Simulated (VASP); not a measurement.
A run of VASP 6.6.1 is set up as follows.

File INCAR:

```
PREC     = Accurate       # precision mode
ENCUT    = 520            # plane-wave cutoff, eV
EDIFF    = 1E-6           # SCF threshold, eV
ISMEAR   = 0              # smearing method
SIGMA    = 0.05           # smearing width, eV
LREAL    = F              # projectors in reciprocal space
LASPH    = T              # aspherical terms in the spheres
NELM     = 100            # most SCF steps
ALGO     = Normal         # electronic algorithm
ISIF     = 2              # what is computed and relaxed
LWAVE    = F              # write WAVECAR
LCHARG   = F              # write CHGCAR
GGA      = PS             # functional
NBANDS   = 28             # bands
```

File KPOINTS:

```
Automatic mesh
0
Gamma
  8 8 8
```

The input POSCAR:

```
SrTiO3
1.0
    3.8913815400      0.0000000000      0.0000000000
    0.0000000000      3.8913815400      0.0000000000
    0.0000000000      0.0000000000      3.8913815400
Sr Ti O
1 1 3
Direct
   -0.0517564256      0.0000000000      0.0000000000
    0.5812916187      0.5000000000      0.5000000000
    0.0082452871      0.5000000000      0.5000000000
    0.5159946167      0.0000000000      0.5000000000
    0.5159946167      0.5000000000      0.0000000000
```

Potentials or basis: VASP PAW PBE potentials, release 64 (Sr_sv, Ti_sv, O).

Run with:

```bash
$ cat potpaw_PBE.64/Sr_sv/POTCAR potpaw_PBE.64/Ti_sv/POTCAR potpaw_PBE.64/O/POTCAR > POTCAR
$ mpirun -np 1 vasp_std > vasp.out
```

What does it give for the pressure?

10.1 GPa.

Predict the largest force.

5.395 eV/Å.

What does it give for the band gap on the k mesh?

1.88 eV, indirect (least direct gap 2.51 eV).

Forces in eV/Å, atoms in the order of the input:
```
Sr   1.659  0.000  0.000
Ti  -5.395  0.000  0.000
O    3.381  0.000  0.000
O    0.177  0.000  0.000
O    0.177  0.000  0.000
```

Caveat: the cell differs from its parent crystal (mode 1 frozen in at -0.031 Å and mode 7 at +0.299 Å (largest displacements)); the PAW data sets were made with another functional, which shifts forces and pressure a little. A k mesh can miss the band edges.
